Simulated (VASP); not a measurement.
# BeS (F-43m) in VASP: settings compared

BeS is run at these levels: PBEsol, PBE, PBEsol+D3(BJ); tasks: single point.

Program: VASP 6.6.1. These are calculated values, not measurements. Logs are shortened: lines on timing, memory, paths and dates and some standing lists are left out, and cuts for length are marked.

### 1 The cell of the first run

It takes space group F-43m (No. 216, cubic). Conventional cell: a = 4.850 Å, b = 4.850 Å, c = 4.850 Å, α = 90.00°, β = 90.00°, γ = 90.00°. S (site symmetry -43m) has 4 Be at 2.10 Å within 2.8 Å. Be (site symmetry -43m) has 4 S at 2.10 Å within 2.8 Å.

### 2 Single point, PBEsol

Contents of INCAR:

```
SYSTEM = BeS
PREC     = Accurate       ! precision mode
ENCUT    = 520            ! plane-wave cutoff, eV
EDIFF    = 1E-6           ! SCF threshold, eV
ISMEAR   = -1             ! smearing method
SIGMA    = 0.05           ! smearing width, eV
LREAL    = .False.        ! projectors in reciprocal space
LASPH    = .True.         ! aspherical terms in the spheres
NELM     = 80             ! most SCF steps
ALGO     = Normal         ! electronic algorithm
ISIF     = 2              ! what is computed and relaxed
LWAVE    = .False.        ! write WAVECAR
LCHARG   = .False.        ! write CHGCAR
GGA      = PS             ! functional
NBANDS   = 11             ! bands
```

Contents of KPOINTS:

```
regular mesh
0
Gamma
  9 9 9
  0 0 0
```

Contents of POSCAR:

```
BeS
1.0
    0.0000000000      2.4250000000      2.4250000000
    2.4250000000      0.0000000000      2.4250000000
    2.4250000000      2.4250000000      0.0000000000
S Be
1 1
Direct
    0.7500000000      0.7500000000      0.7500000000
    0.0000000000      0.0000000000      0.0000000000
```

Potentials or basis: VASP PAW PBE potentials, release 64 (S, Be).

Started as:

```sh
$ cat potpaw_PBE.64/S/POTCAR potpaw_PBE.64/Be/POTCAR > POTCAR
$ mpirun -np 1 vasp_std > vasp.out
```

OUTCAR:

```text
SYSTEM = BeS
   PREC = Accurate
   ENCUT = 520
   EDIFF = 1E-6
   ISMEAR = -1
   LREAL = .False.
   LASPH = .True.
   NELM = 80
   ISIF = 2
   GGA = PS

 ion  position               nearest neighbor table
   1  0.750  0.750  0.750-   2 2.10   2 2.10   2 2.10   2 2.10
   2  0.000  0.000  0.000-   1 2.10   1 2.10   1 2.10   1 2.10

  LATTYP: Found a face centered cubic cell.
 ALAT       =     4.8500000000

  Lattice vectors:

 A1 = (   0.0000000000,   2.4250000000,   2.4250000000)
 A2 = (   2.4250000000,   0.0000000000,   2.4250000000)
 A3 = (   2.4250000000,   2.4250000000,   0.0000000000)

Analysis of symmetry for initial positions (statically):
=====================================================================
 Subroutine PRICEL returns:
 Original cell was already a primitive cell.

 Routine SETGRP: Setting up the symmetry group for a
 face centered cubic supercell.

 Subroutine GETGRP returns: Found 24 space group operations
 (whereof 24 operations were pure point group operations)
 out of a pool of 48 trial point group operations.

The static configuration has the point symmetry T_d .

Analysis of symmetry for dynamics (positions and initial velocities):
=====================================================================
 Subroutine PRICEL returns:
 Original cell was already a primitive cell.

 Routine SETGRP: Setting up the symmetry group for a
 face centered cubic supercell.

 Subroutine GETGRP returns: Found 24 space group operations
 (whereof 24 operations were pure point group operations)
 out of a pool of 48 trial point group operations.

The dynamic configuration has the point symmetry T_d .

 Subroutine INISYM returns: Found 24 space group operations
 (whereof 24 operations are pure point group operations),
 and found     1 'primitive' translations

----------------------------------------------------------------------------------------

                                     Primitive cell

  volume of cell :      28.5210

  direct lattice vectors                    reciprocal lattice vectors
     0.000000000  2.425000000  2.425000000    -0.206185567  0.206185567  0.206185567
     2.425000000  0.000000000  2.425000000     0.206185567 -0.206185567  0.206185567
     2.425000000  2.425000000  0.000000000     0.206185567  0.206185567 -0.206185567

  length of vectors
     3.429467889  3.429467889  3.429467889     0.357123878  0.357123878  0.357123878

  position of ions in fractional coordinates (direct lattice)
     0.750000000  0.750000000  0.750000000
[... 80 lines left out ...]
   EDIFFG = 0.1E-04   stopping-criterion for IOM
   NSW    =      0    number of steps for IOM
   IBRION =     -1    ionic relax: 0-MD 1-quasi-New 2-CG
   NFREE  =      0    steps in history (QN), initial steepest desc. (CG)
   ISIF   =      2    stress and relaxation
   ISYM   =      2    0-nonsym 1-usesym 2-fastsym
   POTIM  = 0.5000    time-step for ionic-motion
   TEBEG  =    0.0;   TEEND  =   0.0 temperature during run
   PSTRESS=    0.0 pullay stress
   NELECT =       8.0000    total number of electrons
   NUPDOWN=      -1.0000    fix difference up-down
   EMIN   =  10.00;   EMAX   =-10.00  energy-range for DOS
   EFERMI =   0.00;   METHOD = LEGACY
   ISMEAR =    -1;   SIGMA  =   0.05  broadening in eV -4-tet -1-fermi 0-gaus
   EFERMI_NEDOS =   21; number of points for ismear=-14 and -15
   IALGO  =     38    algorithm
   IMIX   =      4    mixing-type and parameters
     AMIX     =   0.40;   BMIX     =  1.00
     AMIX_MAG =   1.60;   BMIX_MAG =  1.00
  volume/ion in A,a.u.               =      14.26        96.23
  Fermi-wavevector in a.u.,A,eV,Ry     =   1.071642  2.025110 15.625158  1.148417
  Thomas-Fermi vector in A             =   2.207388
   LORBIT       =      0    0 simple, 1 ext, 2 COOP (PROOUT), +10 PAW based schemes
   GGA     = PS    functional components
   LHFCALC =     F    Hartree Fock is set to
   AEXX    =    0.0000 exact exchange contribution
   IVDW    =     0    specifies the selected vdW correction
   LEPSILON=     F    determine dielectric tensor
   LRPA    =     F    only Hartree local field effects (RPA)
 non-spin polarized calculation
  energy-cutoff  :      520.00
  volume of cell :       28.52
 maximum number of plane-waves:       779
 NGX is ok and might be reduce to    28
   NGX = 13   NGY = 13   NGZ = 13

 number of electron       7.9999999 magnetization

 Free energy of the ion-electron system (eV)
  ---------------------------------------------------
  ext. energy  EPLUGINS =         0.00000000
  ---------------------------------------------------
  free energy    TOTEN  =       -10.56407401 eV

  energy without entropy =      -10.56407401  energy(sigma->0) =      -10.56407401

 E-fermi :   5.1532     XC(G=0):  -9.9012

 val. band max:        4.1441961953   @ k =   0.0000   0.0000   0.0000
 cond. band min:       7.1698212328   @ k =   0.4444   0.4444   0.0000
 fundamental gap:      3.0256250375
 Fermi energy:         5.1532092141

 k-point     1 :       0.0000    0.0000    0.0000
  band No.  band energies     occupation
      1      -9.5735      2.00000
      2       4.1442      2.00000
      3       4.1442      2.00000
      4       4.1442      2.00000
      5       9.7544      0.00000
      6       9.7544      0.00000
      7       9.7544      0.00000
      8       9.8505      0.00000
      9      16.9388      0.00000
     10      16.9388      0.00000
     11      18.8201      0.00000
[... 309 lines left out ...]
 k-point    24 :       0.4444    0.4444    0.0000
  band No.  band energies     occupation
      1      -7.4881      2.00000
      2      -0.7759      2.00000
      3       1.5254      2.00000
      4       1.5254      2.00000
      5       7.1698      0.00000
      6       9.0250      0.00000
      7      16.4632      0.00000
      8      16.4632      0.00000
      9      19.1289      0.00000
     10      20.3409      0.00000
     11      21.4953      0.00000

 [... further k-points ...]
[... 5 lines left out ...]
  --------------------------------------------------------------------------------------
  -------------------------------------------------------------------------------------
  Total       -0.0989370     -0.0989370     -0.0989370      0.0000000      0.0000000      0.0000000
  in kB       -5.5578125     -5.5578125     -5.5578125      0.0000000      0.0000000      0.0000000
  external PRESSURE =      -5.5578125 kB  Pullay stress =       0.0000000 kB

 VOLUME and BASIS-vectors are now :
 -----------------------------------------------------------------------------
  energy-cutoff  :      520.00
  volume of cell :       28.52
      direct lattice vectors                 reciprocal lattice vectors
     0.000000000  2.425000000  2.425000000    -0.206185567  0.206185567  0.206185567
     2.425000000  0.000000000  2.425000000     0.206185567 -0.206185567  0.206185567
     2.425000000  2.425000000  0.000000000     0.206185567  0.206185567 -0.206185567

 POSITION                                       TOTAL-FORCE (eV/Angst)
 -----------------------------------------------------------------------------------
      3.63750      3.63750      3.63750         0.000000      0.000000      0.000000
      0.00000      0.00000      0.00000        -0.000000     -0.000000     -0.000000
 -----------------------------------------------------------------------------------
    total drift:                               -0.000000     -0.000000     -0.000000

  FREE ENERGIE OF THE ION-ELECTRON SYSTEM (eV)
  ---------------------------------------------------
  free  energy   TOTEN  =       -10.5640740067 eV

  energy  without entropy=      -10.5640740066  energy(sigma->0) =      -10.56407401
```

OSZICAR:

```text
N       E                     dE             d eps       ncg     rms          rms(c)
DAV:   1     0.191307450365E+02    0.19131E+02   -0.37609E+03   770   0.617E+02
DAV:   2    -0.950112583071E+01   -0.28632E+02   -0.27334E+02   994   0.114E+02
DAV:   3    -0.107419707874E+02   -0.12408E+01   -0.12384E+01  1003   0.236E+01
DAV:   4    -0.107497942550E+02   -0.78235E-02   -0.78221E-02   932   0.218E+00
DAV:   5    -0.107498529803E+02   -0.58725E-04   -0.58725E-04  1017   0.185E-01    0.534E+00
DAV:   6    -0.106116405393E+02    0.13821E+00   -0.10990E-01   872   0.153E+00    0.353E+00
DAV:   7    -0.105637567926E+02    0.47884E-01   -0.10889E-01   931   0.164E+00    0.803E-01
DAV:   8    -0.105640195266E+02   -0.26273E-03   -0.55470E-03   999   0.397E-01    0.138E-01
DAV:   9    -0.105640615653E+02   -0.42039E-04   -0.32568E-04   932   0.117E-01    0.394E-02
DAV:  10    -0.105640710107E+02   -0.94455E-05   -0.36722E-05  1043   0.298E-02    0.108E-02
DAV:  11    -0.105640738593E+02   -0.28485E-05   -0.80339E-06   889   0.154E-02    0.622E-03
DAV:  12    -0.105640740067E+02   -0.14739E-06   -0.19591E-07   511   0.323E-03
   1 F= -.10564074E+02 E0= -.10564074E+02  d E =-.206119E-10
```

Wall time 12 s (1 thread of AMD EPYC 7R43 (Zen 3), shared host); peak memory 0.12 GiB.

What came out:

```
Free energy            : -10.5641 eV
Pressure               : -0.6 GPa
Band gap on the k mesh : 3.03 eV, indirect (least direct gap 5.61 eV)
```

Caveat: the PAW data sets were made with another functional, which shifts forces and pressure a little. A k mesh can miss the band edges.

### 3 Single point, PBE

Contents of INCAR:

```
ALGO = Normal
EDIFF = 1E-6
ENCUT = 520
GGA = PE
ISIF = 2
ISMEAR = -1
LASPH = True
LCHARG = False
LREAL = False
LWAVE = False
NBANDS = 11
NELM = 100
PREC = Accurate
SIGMA = 0.04
```

Contents of KPOINTS:

```
k-points
0
Gamma
  6 6 6
```

POSCAR is that of step 2.

Potentials or basis: VASP PAW PBE potentials, release 64 (S, Be).

Started as:

```sh
$ cat potpaw_PBE.64/S/POTCAR potpaw_PBE.64/Be/POTCAR > POTCAR
$ mpirun -np 1 vasp_std > vasp.out
```

OUTCAR:

```text
EDIFF = 1E-6
   ENCUT = 520
   GGA = PE
   ISIF = 2
   ISMEAR = -1
   LASPH = True
   LREAL = False
   NELM = 100
   PREC = Accurate

 ion  position               nearest neighbor table
   1  0.750  0.750  0.750-   2 2.10   2 2.10   2 2.10   2 2.10
   2  0.000  0.000  0.000-   1 2.10   1 2.10   1 2.10   1 2.10

  LATTYP: Found a face centered cubic cell.
 ALAT       =     4.8500000000

  Lattice vectors:

[... 398 lines left out ...]
     11      21.1843      0.00000

------------------------ aborting loop because EDIFF is reached ----------------------------------------

  FORCE on cell =-STRESS in cart. coord.  units (eV):
  Direction    XX          YY          ZZ          XY          YZ          ZX
  --------------------------------------------------------------------------------------
  -------------------------------------------------------------------------------------
  Total        0.2845804      0.2845804      0.2845804     -0.0000000      0.0000000     -0.0000000
  in kB       15.9863853     15.9863853     15.9863853     -0.0000000      0.0000000     -0.0000000
  external PRESSURE =      15.9863853 kB  Pullay stress =       0.0000000 kB

 VOLUME and BASIS-vectors are now :
 -----------------------------------------------------------------------------
  energy-cutoff  :      520.00
  volume of cell :       28.52
      direct lattice vectors                 reciprocal lattice vectors
     0.000000000  2.425000000  2.425000000    -0.206185567  0.206185567  0.206185567
     2.425000000  0.000000000  2.425000000     0.206185567 -0.206185567  0.206185567
     2.425000000  2.425000000  0.000000000     0.206185567  0.206185567 -0.206185567

 POSITION                                       TOTAL-FORCE (eV/Angst)
 -----------------------------------------------------------------------------------
      3.63750      3.63750      3.63750        -0.000000     -0.000000     -0.000000
      0.00000      0.00000      0.00000         0.000000      0.000000      0.000000
 -----------------------------------------------------------------------------------
    total drift:                               -0.000000     -0.000000     -0.000000

  FREE ENERGIE OF THE ION-ELECTRON SYSTEM (eV)
  ---------------------------------------------------
  free  energy   TOTEN  =       -10.0082925271 eV

  energy  without entropy=      -10.0082925270  energy(sigma->0) =      -10.00829253
```

OSZICAR:

```text
N       E                     dE             d eps       ncg     rms          rms(c)
DAV:   1     0.202312591668E+02    0.20231E+02   -0.40247E+03   352   0.634E+02
DAV:   2    -0.897190991777E+01   -0.29203E+02   -0.28245E+02   467   0.118E+02
DAV:   3    -0.101761991940E+02   -0.12043E+01   -0.12019E+01   444   0.234E+01
DAV:   4    -0.101837482245E+02   -0.75490E-02   -0.75481E-02   432   0.219E+00
DAV:   5    -0.101838096443E+02   -0.61420E-04   -0.61419E-04   459   0.185E-01    0.566E+00
DAV:   6    -0.100479679918E+02    0.13584E+00   -0.11763E-01   405   0.164E+00    0.386E+00
DAV:   7    -0.100069450841E+02    0.41023E-01   -0.11945E-01   422   0.181E+00    0.995E-01
DAV:   8    -0.100081510386E+02   -0.12060E-02   -0.65802E-03   449   0.417E-01    0.148E-01
DAV:   9    -0.100082495977E+02   -0.98559E-04   -0.51085E-04   445   0.143E-01    0.315E-02
DAV:  10    -0.100082864599E+02   -0.36862E-04   -0.69803E-05   417   0.456E-02    0.100E-02
DAV:  11    -0.100082922616E+02   -0.58016E-05   -0.17125E-05   416   0.217E-02    0.791E-03
DAV:  12    -0.100082925271E+02   -0.26549E-06   -0.44106E-07   366   0.471E-03
   1 F= -.10008293E+02 E0= -.10008293E+02  d E =-.170163E-10
```

Run time: 8.3 s. Hardware: 1 thread of Intel Xeon Platinum 8259CL at 2.50GHz (Skylake/Cascade Lake), shared host; peak memory 0.15 GiB.

What came out:

```yaml
Free_energy: -10.0083 eV
Pressure: 1.6 GPa
Band_gap_on_the_k_mesh: 3.11 eV, indirect (least direct gap 5.67 eV)
```

### 4 Single point, PBE

Contents of INCAR:

```
  PREC = Accurate
  ENCUT = 520
  EDIFF = 1E-6
  ISMEAR = -1
  SIGMA = 0.05
  LREAL = False
  LASPH = True
  NELM = 60
  ALGO = Normal
  ISIF = 2
  LWAVE = False
  LCHARG = False
  GGA = PE
  NBANDS = 11
```

Contents of KPOINTS:

```
regular mesh
0
Gamma
  4 4 4
```

POSCAR is that of step 3.

Started as:

```sh
$ cat potpaw_PBE.64/S/POTCAR potpaw_PBE.64/Be/POTCAR > POTCAR
$ mpirun -np 1 vasp_std > vasp.out
```

It took 3.6 s on 1 thread of AMD EPYC 7R13 (Zen 3), shared host; peak memory 0.11 GiB.

The run converged. Its results:

| Quantity | Value |
| --- | --- |
| Free energy | -9.9605 eV |
| Pressure | 2.1 GPa |
| Band gap on the k mesh | 3.10 eV, indirect (least direct gap 5.66 eV) |

Levels at points of the mesh, in eV from the valence-band top:
| k point | band 1 | band 2 | band 3 | band 4 | band 5 | band 6 | band 7 | band 8 |
| --- | --- | --- | --- | --- | --- | --- | --- | --- |
| (0.00, 0.00, 0.00) | -13.69 | 0.00 | 0.00 | 0.00 | 5.66 | 5.66 | 5.66 | 5.88 |
| (0.50, 0.00, 0.00) | -12.08 | -5.80 | -1.04 | -1.04 | 5.47 | 6.55 | 6.55 | 11.20 |
| (0.50, 0.50, 0.00) | -11.54 | -5.03 | -2.65 | -2.65 | 3.10 | 4.90 | 12.77 | 12.77 |

Caveat: the k points lie up to 0.56 Å⁻¹ apart. As with any semilocal functional, this PBE gap is likely too small.

### 5 Single point, PBEsol+D3(BJ)

Contents of INCAR:

```
SYSTEM = BeS
PREC = Accurate ; ENCUT = 520
EDIFF = 1E-6 ; ISMEAR = 0
SIGMA = 0.1 ; LREAL = .FALSE.
LASPH = .TRUE. ; NELM = 100
ALGO = Normal ; ISIF = 2
LWAVE = .FALSE. ; LCHARG = .TRUE.
GGA = PS ; IVDW = 12
LELF = .TRUE. ; LVHAR = .TRUE.
NBANDS = 11
```

Contents of KPOINTS:

```
Automatic mesh
0
G
  9 9 9
  0 0 0
```

POSCAR is that of step 4.

Started as:

```sh
$ cat potpaw_PBE.64/S/POTCAR potpaw_PBE.64/Be/POTCAR > POTCAR
$ mpirun -np 1 vasp_std > vasp.out
```

It took 7.5 s on 1 thread of Intel Xeon Platinum 8559C (Emerald Rapids), shared host; peak memory 0.16 GiB.

The run converged. Its results:

| Property | Result |
| --- | --- |
| Free energy | -11.0265 eV |
| Pressure | -3.1 GPa |
| Band gap on the k mesh | 3.03 eV, indirect (least direct gap 5.61 eV) |
| Dispersion energy per atom | -0.231 eV |

Levels at points of the mesh, in eV from the valence-band top:
```
           k point  band 1  band 2  band 3  band 4  band 5  band 6  band 7  band 8
(0.00, 0.00, 0.00)  -13.72    0.00    0.00    0.00    5.61    5.61    5.61    5.71
```

Caveat: three body term missing; the PAW data sets were made with another functional, which shifts forces and pressure a little.

### 6 Single point, PBE

Contents of INCAR:

```
PREC = Accurate
ENCUT = 520
EDIFF = 1E-6
ISMEAR = -1
SIGMA = 0.05
LREAL = False
LASPH = True
NELM = 80
ALGO = Normal
ISIF = 2
LWAVE = False
LCHARG = False
GGA = PE
NBANDS = 11
```

Contents of KPOINTS:

```
regular mesh
0
Gamma
  9 9 9
```

POSCAR is that of step 5.

Potentials or basis: VASP PAW PBE potentials, release 64 (S, Be).

Started as:

```sh
$ cat potpaw_PBE.64/S/POTCAR potpaw_PBE.64/Be/POTCAR > POTCAR
$ mpirun -np 1 vasp_std > vasp.out
```

Run time: 10 s. Hardware: 1 thread of Intel Xeon Platinum 8375C at 2.90GHz (Ice Lake), shared host; peak memory 0.15 GiB.

Results (log left out):

```yaml
Free_energy: -10.0111 eV
Pressure: 1.6 GPa
Band_gap_on_the_k_mesh: 3.20 eV, indirect (least direct gap 5.67 eV)
```

Levels at points of the mesh, in eV from the valence-band top:
```
           k point  band 1  band 2  band 3  band 4  band 5  band 6  band 7  band 8  band 9
(0.00, 0.00, 0.00)  -13.69    0.00    0.00    0.00    5.67    5.67    5.67    5.89   12.81
```

A k mesh can miss the band edges.

### 7 Overview

| level | k mesh | smearing | gap on the mesh (eV) | pressure (GPa) |
| --- | --- | --- | --- | --- |
| PBEsol | 9 × 9 × 9 | fermi-dirac 0.05 eV | 3.03 | -0.6 |
| PBE | 6 × 6 × 6 | fermi-dirac 0.04 eV | 3.11 | 1.6 |
| PBE | 4 × 4 × 4 | fermi-dirac 0.05 eV | 3.10 | 2.1 |
| PBEsol+D3(BJ) | 9 × 9 × 9 | gaussian 0.1 eV | 3.03 | -3.1 |
| PBE | 9 × 9 × 9 | fermi-dirac 0.05 eV | 3.20 | 1.6 |

Alike in all rows: task single point; potentials or basis VASP PAW PBE potentials, release 64 (S, Be); no spin polarisation; cell as given; cutoff (eV) 520.

Caveats: some runs use coarse meshes; the PAW data sets were made with another functional, which shifts forces and pressure a little (some runs); three body term missing (some runs).

Total energies depend on the potentials used, so only differences within one code and one set of settings carry meaning.
